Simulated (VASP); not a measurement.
# W (P6/mmm) in VASP: a series of runs, part 2 of 2

VASP 6.6.1.

### 6 Single point, RPBE (volume scaled by 0.92)

File INCAR:

```
SYSTEM = W
PREC     = Accurate       ! precision mode
ENCUT    = 520            ! plane-wave cutoff, eV
EDIFF    = 1E-6           ! SCF threshold, eV
ISMEAR   = -1             ! smearing method
SIGMA    = 0.1            ! smearing width, eV
LREAL    = .FALSE.        ! projectors in reciprocal space
LASPH    = .TRUE.         ! aspherical terms in the spheres
NELM     = 60             ! most SCF steps
ALGO     = Normal         ! electronic algorithm
ISIF     = 2              ! what is computed and relaxed
LWAVE    = .FALSE.        ! write WAVECAR
LCHARG   = .FALSE.        ! write CHGCAR
GGA      = RP             ! functional
NBANDS   = 28             ! bands
```

File KPOINTS:

```
Automatic mesh
0
G
  9 9 13
  0 0 0
```

File POSCAR:

```
W
1.0
    4.5781539668      0.0000000000      0.0000000000
   -2.2890769834      3.9647976377      0.0000000000
    0.0000000000      0.0000000000      2.5494288964
W
3
Direct
    0.0000000000      0.0000000000      0.0000000000
    0.3333333333      0.6666666667      0.5000000000
    0.6666666667      0.3333333333      0.5000000000
```

Potentials or basis: VASP PAW PBE potentials, release 64 (W_sv).

Started as:

```
$ cat potpaw_PBE.64/W_sv/POTCAR > POTCAR
$ mpirun -np 1 vasp_std > vasp.out
```

OUTCAR:

```text
SYSTEM = W
   PREC = Accurate
   ENCUT = 520
   EDIFF = 1E-6
   ISMEAR = -1
   LREAL = .FALSE.
   LASPH = .TRUE.
   NELM = 60
   ISIF = 2
   GGA = RP

 ion  position               nearest neighbor table
   1  0.000  0.000  0.000-   2 2.93   3 2.93   2 2.93   3 2.93   3 2.93   3 2.93   2 2.93   2 2.93
                             3 2.93   3 2.93   2 2.93   2 2.93
   2  0.333  0.667  0.500-   3 2.64   3 2.64   3 2.64   1 2.93   1 2.93   1 2.93   1 2.93   1 2.93
                             1 2.93
   3  0.667  0.333  0.500-   2 2.64   2 2.64   2 2.64   1 2.93   1 2.93   1 2.93   1 2.93   1 2.93
                             1 2.93

  LATTYP: Found a hexagonal cell.
 ALAT       =     4.5781539668
 C/A-ratio  =     0.5568683174

  Lattice vectors:

 A1 = (   4.5781539668,   0.0000000000,   0.0000000000)
 A2 = (  -2.2890769834,   3.9647976377,   0.0000000000)
 A3 = (   0.0000000000,   0.0000000000,   2.5494288964)

Analysis of symmetry for initial positions (statically):
=====================================================================
 Subroutine PRICEL returns:
 Original cell was already a primitive cell.

 Routine SETGRP: Setting up the symmetry group for a
 hexagonal supercell.

[... 168 lines left out ...]
 E-fermi :  11.7257     XC(G=0): -13.7171

 val. band max:       11.7172299781   @ k =   0.1111   0.0000   0.2308
 cond. band min:      11.7281358810   @ k =   0.1111   0.1111   0.4615
 fundamental gap:      0.0109059029
 Fermi energy:        11.7256644655

 k-point     1 :       0.0000    0.0000    0.0000
  band No.  band energies     occupation
      1     -62.2390      2.00000
      2     -62.0576      2.00000
      3     -61.9340      2.00000
      4     -26.7327      2.00000
      5     -26.7327      2.00000
      6     -26.6380      2.00000
[... 733 lines left out ...]
     27      15.7938      0.00000
     28      16.5451      0.00000

 [... further k-points ...]

------------------------ aborting loop because EDIFF is reached ----------------------------------------

  FORCE on cell =-STRESS in cart. coord.  units (eV):
  Direction    XX          YY          ZZ          XY          YZ          ZX
  --------------------------------------------------------------------------------------
  -------------------------------------------------------------------------------------
  Total        7.6763775      7.6763775      8.3930956      0.0000000     -0.0000000      0.0000000
  in kB      265.7740557    265.7740557    290.5885037      0.0000000     -0.0000000      0.0000000
  external PRESSURE =     274.0455384 kB  Pullay stress =       0.0000000 kB

 VOLUME and BASIS-vectors are now :
 -----------------------------------------------------------------------------
  energy-cutoff  :      520.00
  volume of cell :       46.28
      direct lattice vectors                 reciprocal lattice vectors
     4.578153967  0.000000000  0.000000000     0.218428652  0.126109841  0.000000000
    -2.289076983  3.964797638  0.000000000     0.000000000  0.252219682  0.000000000
     0.000000000  0.000000000  2.549428896     0.000000000  0.000000000  0.392244711

 POSITION                                       TOTAL-FORCE (eV/Angst)
 -----------------------------------------------------------------------------------
      0.00000      0.00000      0.00000         0.000000     -0.000000      0.000000
     -0.00000      2.64320      1.27471         0.000000      0.000000      0.000000
      2.28908      1.32160      1.27471        -0.000000      0.000000      0.000000
 -----------------------------------------------------------------------------------
    total drift:                                0.000000      0.000000     -0.000000

  FREE ENERGIE OF THE ION-ELECTRON SYSTEM (eV)
  ---------------------------------------------------
  free  energy   TOTEN  =       -35.3081546554 eV

  energy  without entropy=      -35.1997965946  energy(sigma->0) =      -35.25397563
```

OSZICAR:

```text
N       E                     dE             d eps       ncg     rms          rms(c)
DAV:   1     0.479334930678E+03    0.47933E+03   -0.24006E+04  4712   0.177E+03
DAV:   2    -0.152327629500E+02   -0.49457E+03   -0.48434E+03  4936   0.537E+02
DAV:   3    -0.363781088695E+02   -0.21145E+02   -0.20453E+02  5528   0.107E+02
DAV:   4    -0.367915254942E+02   -0.41342E+00   -0.40943E+00  5528   0.142E+01
DAV:   5    -0.367961284801E+02   -0.46030E-02   -0.46019E-02  5104   0.169E+00    0.373E+01
DAV:   6    -0.356357289568E+02    0.11604E+01   -0.16123E+00  5136   0.112E+01    0.161E+01
DAV:   7    -0.353342434878E+02    0.30149E+00   -0.11262E+00  5268   0.853E+00    0.107E+00
DAV:   8    -0.353138336707E+02    0.20410E-01   -0.11062E-01  5276   0.343E+00    0.721E-01
DAV:   9    -0.353081210256E+02    0.57126E-02   -0.11630E-02  5276   0.113E+00    0.116E-01
DAV:  10    -0.353081819456E+02   -0.60920E-04   -0.48884E-04  5328   0.220E-01    0.578E-02
DAV:  11    -0.353081580150E+02    0.23931E-04   -0.58719E-05  5360   0.634E-02    0.289E-02
DAV:  12    -0.353081566806E+02    0.13344E-05   -0.44430E-06  4840   0.183E-02    0.561E-03
DAV:  13    -0.353081548281E+02    0.18525E-05   -0.59533E-07  2588   0.824E-03    0.133E-03
DAV:  14    -0.353081546554E+02    0.17266E-06   -0.75215E-08  2520   0.242E-03
   1 F= -.35308155E+02 E0= -.35253976E+02  d E =-.108358E+00
```

stdout:

```text
POSCAR found type information on POSCAR W
 POSCAR found :  1 types and       3 ions
 scaLAPACK will be used
 -----------------------------------------------------------------------------
|                                                                             |
|                                                                             |
|     You enforced a specific xc type in the INCAR file but a different       |
|     I HOPE YOU KNOW WHAT YOU ARE DOING!                                     |
|                                                                             |
 -----------------------------------------------------------------------------

 LDA part: xc-table for (Slater+PW92), standard interpolation
 POSCAR, INCAR and KPOINTS ok, starting setup
 FFT: planning ... GRIDC
 FFT: planning ... GRID_SOFT
 FFT: planning ... GRID
 WAVECAR not read
 entering main loop
```

Run time: 4.4 min. Hardware: 1 thread of AMD EPYC 7R13, shared host; peak memory 0.19 GiB.

Results:

```
Free energy            : -35.3082 eV
Pressure               : 27.4 GPa
Band gap on the k mesh : zero (band 21 reaches 12.15 eV, above the bottom of band 22 at 11.34 eV)
```

Levels at points of the mesh, in eV from the Fermi level:
| k point | band 18 | band 19 | band 20 | band 21 | band 22 | band 23 | band 24 | band 25 |
| --- | --- | --- | --- | --- | --- | --- | --- | --- |
| (0.00, 0.00, 0.00) | -2.62 | -2.62 | -2.46 | -0.37 | -0.37 | 2.29 | 2.29 | 2.35 |

Caveat: the PAW data sets were made with another functional, which shifts forces and pressure a little; spin-orbit coupling is left out, which moves the levels of the heavy elements.

### 7 Summary

```csv
task,cell,k mesh,cutoff (eV),gap on the mesh (eV),pressure (GPa)
single point,"a = 4.707, b = 4.707, c = 2.621 Å, angles 90.0, 90.0, 120.0°, 3 atoms",10 × 10 × 16,520,none,0.5
relaxation of cell and atoms,"relaxed from a = 4.474, b = 4.474, c = 2.743 Å, angles 90.0, 90.0, 120.0°, 3 atoms",8 × 8 × 11,600,none,0.0
single point,"a = 4.707, b = 4.707, c = 2.621 Å, angles 90.0, 90.0, 120.0°, 3 atoms",8 × 8 × 11,520,none,0.5
single point,"a = 4.511, b = 4.511, c = 2.512 Å, angles 90.0, 90.0, 120.0°, 3 atoms",9 × 9 × 13,520,none,45.5
single point,"a = 4.578, b = 4.578, c = 2.549 Å, angles 90.0, 90.0, 120.0°, 3 atoms",9 × 9 × 13,520,none,27.4
```

Alike in all rows: level RPBE; potentials or basis VASP PAW PBE potentials, release 64 (W_sv); no spin polarisation; smearing fermi-dirac 0.1 eV.

Caveats: the PAW data sets were made with another functional, which shifts forces and pressure a little; spin-orbit coupling is left out, which moves the levels of the heavy elements.

Total energies depend on the potentials used, so only differences within one code and one set of settings carry meaning.
